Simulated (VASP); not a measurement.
# Pd (Fm-3m) in VASP: further runs

Runs on Pd. Level: PBEsol. Tasks: single point.

All numbers are computed with VASP 6.6.1; they aren't measurements. Logs are shortened: lines on timing, memory, paths and dates and some standing lists are left out, and cuts for length are marked.

## (1) The cell of the first run

Symmetry: Fm-3m, No. 225, cubic system. Conventional cell: a = 3.944 Å, b = 3.944 Å, c = 3.944 Å, α = 90.00°, β = 90.00°, γ = 90.00°. Within 3.7 Å of Pd (site symmetry m-3m) lie 12 Pd at 2.79 Å.

## (2) Single point, PBEsol

File INCAR:

```
PREC = Accurate
ENCUT = 520
EDIFF = 1E-6
ISMEAR = -1
SIGMA = 0.1
LREAL = False
LASPH = True
NELM = 80
ALGO = Normal
ISIF = 2
LWAVE = False
LCHARG = False
GGA = PS
NBANDS = 11
```

File KPOINTS:

```
Automatic mesh
0
Gamma
  12 12 12
```

File POSCAR:

```
Pd
1.0
    0.0000000000      1.9721147795      1.9721147795
    1.9721147795      0.0000000000      1.9721147795
    1.9721147795      1.9721147795      0.0000000000
Pd
1
Direct
    0.0000000000      0.0000000000      0.0000000000
```

Potentials or basis: VASP PAW PBE potentials, release 64 (Pd).

Run with:

```
$ cat potpaw_PBE.64/Pd/POTCAR > POTCAR
$ mpirun -np 1 vasp_std > vasp.out
```

OUTCAR:

```text
PREC = Accurate
   ENCUT = 520
   EDIFF = 1E-6
   ISMEAR = -1
   LREAL = False
   LASPH = True
   NELM = 80
   ISIF = 2
   GGA = PS

 ion  position               nearest neighbor table
   1  0.000  0.000  0.000-

  LATTYP: Found a face centered cubic cell.
 ALAT       =     3.9442295590

  Lattice vectors:

 A1 = (   0.0000000000,   1.9721147795,   1.9721147795)
 A2 = (   1.9721147795,   0.0000000000,   1.9721147795)
 A3 = (   1.9721147795,   1.9721147795,   0.0000000000)

Analysis of symmetry for initial positions (statically):
=====================================================================
 Subroutine PRICEL returns:
 Original cell was already a primitive cell.

 Routine SETGRP: Setting up the symmetry group for a
 face centered cubic supercell.

 Subroutine GETGRP returns: Found 48 space group operations
 (whereof 48 operations were pure point group operations)
 out of a pool of 48 trial point group operations.

The static configuration has the point symmetry O_h .

Analysis of symmetry for dynamics (positions and initial velocities):
=====================================================================
 Subroutine PRICEL returns:
 Original cell was already a primitive cell.

 Routine SETGRP: Setting up the symmetry group for a
 face centered cubic supercell.

 Subroutine GETGRP returns: Found 48 space group operations
 (whereof 48 operations were pure point group operations)
 out of a pool of 48 trial point group operations.

The dynamic configuration has the point symmetry O_h .

 Subroutine INISYM returns: Found 48 space group operations
 (whereof 48 operations are pure point group operations),
 and found     1 'primitive' translations

----------------------------------------------------------------------------------------

                                     Primitive cell

  volume of cell :      15.3400

  direct lattice vectors                    reciprocal lattice vectors
     0.000000000  1.972114780  1.972114780    -0.253534939  0.253534939  0.253534939
     1.972114780  0.000000000  1.972114780     0.253534939 -0.253534939  0.253534939
     1.972114780  1.972114780  0.000000000     0.253534939  0.253534939 -0.253534939

  length of vectors
     2.788991468  2.788991468  2.788991468     0.439135396  0.439135396  0.439135396

  position of ions in fractional coordinates (direct lattice)
     0.000000000  0.000000000  0.000000000

  ion indices of the primitive-cell ions
   primitive index   ion index
                 1           1

----------------------------------------------------------------------------------------

 KPOINTS: Automatic mesh

Automatic generation of k-mesh.
 Grid dimensions read from file:
 generate k-points for:   12   12   12

 Generating k-lattice:

  Cartesian coordinates                     Fractional coordinates (reciprocal lattice)
    -0.021127912  0.021127912  0.021127912     0.083333333  0.000000000  0.000000000
     0.021127912 -0.021127912  0.021127912     0.000000000  0.083333333  0.000000000
     0.021127912  0.021127912 -0.021127912     0.000000000  0.000000000  0.083333333

  Length of vectors
     0.036594616  0.036594616  0.036594616

  Shift w.r.t. Gamma in fractional coordinates (k-lattice)
     0.000000000  0.000000000  0.000000000

 Subroutine IBZKPT returns following result:
 ===========================================

 Found     72 irreducible k-points:

 Following reciprocal coordinates:
            Coordinates               Weight
  0.000000  0.000000  0.000000      1.000000
  0.083333  0.000000  0.000000      8.000000
  0.166667  0.000000  0.000000      8.000000
  0.250000  0.000000  0.000000      8.000000
  0.333333  0.000000  0.000000      8.000000
  0.416667  0.000000  0.000000      8.000000
[... 16 lines left out ...]
  0.500000  0.166667  0.000000     24.000000
 -0.416667  0.166667  0.000000     24.000000
 [... further k-points ...]
   k-points           NKPTS =     72   k-points in BZ     NKDIM =     72   number of bands    NBANDS=     11
   number of dos      NEDOS =    301   number of ions     NIONS =      1
   total plane-waves  NPLWV =  13824
   dimension x,y,z NGX =    24 NGY =   24 NGZ =   24
   dimension x,y,z NGXF=    48 NGYF=   48 NGZF=   48
   ions per type =               1
   NGX,Y,Z   is equivalent  to a cutoff of  14.31, 14.31, 14.31 a.u.
   NGXF,Y,Z  is equivalent  to a cutoff of  28.61, 28.61, 28.61 a.u.
 SYSTEM =  unknown system
   PREC   = accura    normal or accurate (medium, high low for compatibility)
   ISTART =      0    job   : 0-new  1-cont  2-samecut
   ICHARG =      2    charge: 1-file 2-atom 10-const
   ISPIN  =      1    spin polarized calculation?
   LNONCOLLINEAR =      F non collinear calculations
   LSORBIT =      F    spin-orbit coupling
   LASPH  =      T    aspherical Exc in radial PAW
   ENCUT  =  520.0 eV  38.22 Ry    6.18 a.u.   5.19  5.19  5.19*2*pi/ulx,y,z
   NELM   =     80;   NELMIN=  2; NELMDL= -5     # of ELM steps
   EDIFF  = 0.1E-05   stopping-criterion for ELM
   LREAL  =      F    real-space projection
   EDIFFG = 0.1E-04   stopping-criterion for IOM
   NSW    =      0    number of steps for IOM
   IBRION =     -1    ionic relax: 0-MD 1-quasi-New 2-CG
   NFREE  =      0    steps in history (QN), initial steepest desc. (CG)
   ISIF   =      2    stress and relaxation
   ISYM   =      2    0-nonsym 1-usesym 2-fastsym
   POTIM  = 0.5000    time-step for ionic-motion
   TEBEG  =    0.0;   TEEND  =   0.0 temperature during run
   PSTRESS=    0.0 pullay stress
   NELECT =      10.0000    total number of electrons
   NUPDOWN=      -1.0000    fix difference up-down
   EMIN   =  10.00;   EMAX   =-10.00  energy-range for DOS
   EFERMI =   0.00;   METHOD = LEGACY
   ISMEAR =    -1;   SIGMA  =   0.10  broadening in eV -4-tet -1-fermi 0-gaus
   EFERMI_NEDOS =   21; number of points for ismear=-14 and -15
   IALGO  =     38    algorithm
   IMIX   =      4    mixing-type and parameters
     AMIX     =   0.40;   BMIX     =  1.00
     AMIX_MAG =   1.60;   BMIX_MAG =  1.00
  volume/ion in A,a.u.               =      15.34       103.52
  Fermi-wavevector in a.u.,A,eV,Ry     =   1.419491  2.682449 27.415123  2.014955
  Thomas-Fermi vector in A             =   2.540506
   LORBIT       =      0    0 simple, 1 ext, 2 COOP (PROOUT), +10 PAW based schemes
   GGA     = PS    functional components
   LHFCALC =     F    Hartree Fock is set to
   AEXX    =    0.0000 exact exchange contribution
   IVDW    =     0    specifies the selected vdW correction
   LEPSILON=     F    determine dielectric tensor
   LRPA    =     F    only Hartree local field effects (RPA)
 non-spin polarized calculation
  energy-cutoff  :      520.00
  volume of cell :       15.34
 maximum number of plane-waves:       432
 NGX is ok and might be reduce to    24
   NGX = 11   NGY = 11   NGZ = 11

 number of electron      10.0000000 magnetization

 Free energy of the ion-electron system (eV)
  ---------------------------------------------------
  ext. energy  EPLUGINS =         0.00000000
  ---------------------------------------------------
  free energy    TOTEN  =        -5.97616002 eV

  energy without entropy =       -5.91051517  energy(sigma->0) =       -5.94333760

 E-fermi :   8.9750     XC(G=0): -13.1394

 val. band max:        8.9747804513   @ k =   0.4167   0.0000   0.0000
 cond. band min:       8.9799954919   @ k =   0.5000   0.1667   0.0000
 fundamental gap:      0.0052150406
 Fermi energy:         8.9749987345

 k-point     1 :       0.0000    0.0000    0.0000
  band No.  band energies     occupation
      1       2.0333      2.00000
      2       6.2841      2.00000
      3       6.2841      2.00000
      4       6.2841      2.00000
      5       7.8124      1.99998
      6       7.8124      1.99998
      7      26.0740      0.00000
      8      30.6177      0.00000
      9      30.6177      0.00000
     10      30.6177      0.00000
     11      35.1301      0.00000

 k-point     2 :       0.0833    0.0000    0.0000
  band No.  band energies     occupation
      1       2.2753      2.00000
      2       6.2034      2.00000
      3       6.3644      2.00000
      4       6.3644      2.00000
      5       7.7763      1.99999
      6       7.7763      1.99999
      7      26.2945      0.00000
      8      29.1259      0.00000
      9      30.8755      0.00000
     10      30.8755      0.00000
     11      35.2844      0.00000

 k-point     3 :       0.1667    0.0000    0.0000
  band No.  band energies     occupation
      1       2.9348      2.00000
      2       6.0615      2.00000
      3       6.5276      2.00000
      4       6.5276      2.00000
      5       7.7528      1.99999
      6       7.7528      1.99999
      7      25.8864      0.00000
      8      27.3020      0.00000
      9      31.5284      0.00000
     10      31.5284      0.00000
     11      34.6971      0.00000

 k-point     4 :       0.2500    0.0000    0.0000
  band No.  band energies     occupation
      1       3.6959      2.00000
      2       6.2391      2.00000
      3       6.5641      2.00000
      4       6.5641      2.00000
      5       7.9540      1.99993
      6       7.9540      1.99993
      7      23.0981      0.00000
      8      27.0363      0.00000
      9      32.0073      0.00000
     10      32.0073      0.00000
     11      34.3144      0.00000
[... 239 lines left out ...]
 k-point    22 :       0.4167    0.1667    0.0000
  band No.  band energies     occupation
      1       4.4912      2.00000
      2       5.8891      2.00000
      3       6.4364      2.00000
      4       6.9561      2.00000
      5       8.8987      1.36396
      6      10.1037      0.00003
      7      19.3976      0.00000
      8      25.9383      0.00000
      9      27.0451      0.00000
     10      28.7849      0.00000
     11      35.2772      0.00000

 k-point    23 :       0.5000    0.1667    0.0000
  band No.  band energies     occupation
      1       4.4635      2.00000
      2       5.8377      2.00000
      3       6.8198      2.00000
      4       6.9436      2.00000
      5       8.9800      0.97502
      6      11.9173      0.00000
      7      16.7226      0.00000
      8      25.0649      0.00000
      9      27.3154      0.00000
     10      27.9064      0.00000
     11      35.2984      0.00000

 k-point    24 :      -0.4167    0.1667    0.0000
  band No.  band energies     occupation
      1       4.5118      2.00000
      2       5.8443      2.00000
      3       6.7554      2.00000
      4       7.1394      2.00000
      5       8.7278      1.84437
      6      12.4561      0.00000
      7      16.2128      0.00000
      8      24.4522      0.00000
      9      27.4984      0.00000
     10      28.3418      0.00000
     11      35.2871      0.00000

 [... further k-points ...]
[... 5 lines left out ...]
  --------------------------------------------------------------------------------------
  -------------------------------------------------------------------------------------
  Total       -0.9019622     -0.9019622     -0.9019622      0.0000000      0.0000000      0.0000000
  in kB      -94.2046561    -94.2046561    -94.2046561      0.0000000      0.0000000      0.0000000
  external PRESSURE =     -94.2046561 kB  Pullay stress =       0.0000000 kB

 VOLUME and BASIS-vectors are now :
 -----------------------------------------------------------------------------
  energy-cutoff  :      520.00
  volume of cell :       15.34
      direct lattice vectors                 reciprocal lattice vectors
     0.000000000  1.972114780  1.972114780    -0.253534939  0.253534939  0.253534939
     1.972114780  0.000000000  1.972114780     0.253534939 -0.253534939  0.253534939
     1.972114780  1.972114780  0.000000000     0.253534939  0.253534939 -0.253534939

 POSITION                                       TOTAL-FORCE (eV/Angst)
 -----------------------------------------------------------------------------------
      0.00000      0.00000      0.00000        -0.000000      0.000000     -0.000000
 -----------------------------------------------------------------------------------
    total drift:                                0.000000      0.000000     -0.000000

  FREE ENERGIE OF THE ION-ELECTRON SYSTEM (eV)
  ---------------------------------------------------
  free  energy   TOTEN  =        -5.9761600229 eV

  energy  without entropy=       -5.9105151743  energy(sigma->0) =       -5.94333760
```

It took 11 s on 1 thread of Intel Xeon Platinum 8259CL at 2.50GHz (Skylake/Cascade Lake), shared host; peak memory 0.14 GiB.

Results:

```
Free energy            : -5.9762 eV
Pressure               : -9.4 GPa
Band gap on the k mesh : zero (band 5 reaches 9.23 eV, above the bottom of band 6 at 7.75 eV)
```

Levels at points of the mesh, in eV from the Fermi level:
```
           k point  band 1  band 2  band 3  band 4  band 5  band 6  band 7  band 8  band 9  band 10
(0.00, 0.00, 0.00)   -6.94   -2.69   -2.69   -2.69   -1.16   -1.16   17.10   21.64   21.64    21.64
(0.50, 0.00, 0.00)   -5.05   -2.73   -2.73   -0.04   -0.04    1.00    6.95   16.44   20.62    20.62
(0.50, 0.50, 0.00)   -5.11   -4.83   -0.06    0.26    0.26    3.25   10.30   12.89   12.89    20.91
```

Caveat: the PAW data sets were made with another functional, which shifts forces and pressure a little.

(Continued in part 2 of 2.)
